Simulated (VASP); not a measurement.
The system is B.

```xyz
4
Lattice="2.0903 0.0000 0.0000 -1.0451 1.8102 0.0000 0.0000 0.0000 6.2393" Properties=species:S:1:pos:R:3 pbc="T T T"
B     0.0000    0.0000    0.0000
B     0.0000    0.0000    3.1196
B     0.0000    1.2068    4.6795
B     1.0451    0.6034    1.5598
```

This isn't the form of B at room conditions, which is rhombohedral.

| Quantity | Value |
| --- | --- |
| Program | VASP 6.6.1 |
| Task | relaxation of cell and atoms |
| Functional | r2SCAN |
| Potentials or basis | VASP PAW PBE potentials, release 64 (B) |
| Cutoff | 600 eV |
| k mesh | 24 × 24 × 8 |
| Occupations | gaussian, width 0.1 eV |
| Spin | no spin polarisation |

At the start: pressure 0.5 GPa; volume 5.90 Å³/atom.

Q: Where does the relaxation end?

A: Over 17 steps the energy falls by 148.6 meV/atom and the volume is 6.41 Å³/atom (+8.6 %); space group P6_3/mmc (No. 194, to 0.1 Å) before and after.

Step by step:
```tsv
step	energy change (eV)	largest force (eV/Å)	pressure (GPa)	volume (Å³)
1	0.0000	0.0000	0.52	23.61
2	-0.0083	0.0000	0.09	23.67
3	-0.0354	0.0000	0.05	23.86
4	-0.1558	0.0000	1.57	24.18
5	-0.5661	0.0000	9.53	24.63
6	-0.5684	0.0000	9.20	24.70
7	-0.5702	0.0000	8.44	24.86
8	-0.5737	0.0000	7.77	24.92
9	-0.5825	0.0000	5.78	25.10
10	-0.5928	0.0000	2.03	25.46
11	-0.5857	0.0000	-4.89	26.21
12	-0.5944	0.0000	-0.20	25.69
13	-0.5944	0.0000	-0.02	25.68
14	-0.5945	0.0000	0.00	25.67
15	-0.5946	0.0000	0.06	25.65
16	-0.5945	0.0000	0.14	25.61
17	-0.5946	0.0000	0.10	25.64
```

Final structure:
```cif
data_structure
_symmetry_space_group_name_H-M 'P 1'
_symmetry_Int_Tables_number 1
_cell_length_a 2.3286
_cell_length_b 2.3286
_cell_length_c 5.4593
_cell_angle_alpha 90.000
_cell_angle_beta 90.000
_cell_angle_gamma 120.000
_cell_volume 25.64
loop_
_atom_site_label
_atom_site_type_symbol
_atom_site_fract_x
_atom_site_fract_y
_atom_site_fract_z
_atom_site_occupancy
B1 B 0.00000 0.00000 0.00000 1
B2 B 0.00000 0.00000 0.50000 1
B3 B 0.33333 0.66667 0.75000 1
B4 B 0.66667 0.33333 0.25000 1
```

Caveat: the PAW data sets were made with another functional, which shifts forces and pressure a little.
